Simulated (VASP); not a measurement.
Cu:

```xyz
2
Lattice="1.2185 -3.9764 0.0000 1.2185 3.9764 0.0000 0.0000 0.0000 2.4755" Properties=species:S:1:pos:R:3 pbc="T T T"
Cu    1.2185   -2.9118    1.8566
Cu    1.2185    2.9118    0.6189
```

```yaml
Program: VASP 6.6.1
Task: relaxation of cell and atoms
Functional: PBE
Potentials_or_basis: VASP PAW PBE potentials, release 64 (Cu)
Cutoff: 600 eV
k_mesh: 11 × 11 × 11
Occupations: fermi-dirac, width 0.05 eV
Spin: no spin polarisation
```

At the start: pressure 7.1 GPa; volume 11.99 Å³/atom.

How do energy, volume and symmetry change on relaxing?

Over 5 steps the energy falls by 13.2 meV/atom and the volume is 12.60 Å³/atom (+5.1 %); space group Cmcm (No. 63, to 0.1 Å) before and after.

The path:
| step | energy change (eV) | largest force (eV/Å) | pressure (GPa) | volume (Å³) |
| --- | --- | --- | --- | --- |
| 1 | 0.0000 | 0.0519 | 7.12 | 23.99 |
| 2 | -0.0197 | 0.0697 | -3.04 | 25.89 |
| 3 | -0.0263 | 0.0338 | -0.02 | 25.22 |
| 4 | -0.0262 | 0.0319 | 0.12 | 25.20 |
| 5 | -0.0265 | 0.0187 | 0.03 | 25.20 |

Final structure:
```cif
data_structure
_symmetry_space_group_name_H-M 'P 1'
_symmetry_Int_Tables_number 1
_cell_length_a 4.2182
_cell_length_b 4.2182
_cell_length_c 2.5209
_cell_angle_alpha 90.000
_cell_angle_beta 90.000
_cell_angle_gamma 145.813
_cell_volume 25.20
loop_
_atom_site_label
_atom_site_type_symbol
_atom_site_fract_x
_atom_site_fract_y
_atom_site_fract_z
_atom_site_occupancy
Cu1 Cu 0.86616 0.13384 0.75000 1
Cu2 Cu 0.13384 0.86616 0.25000 1
```
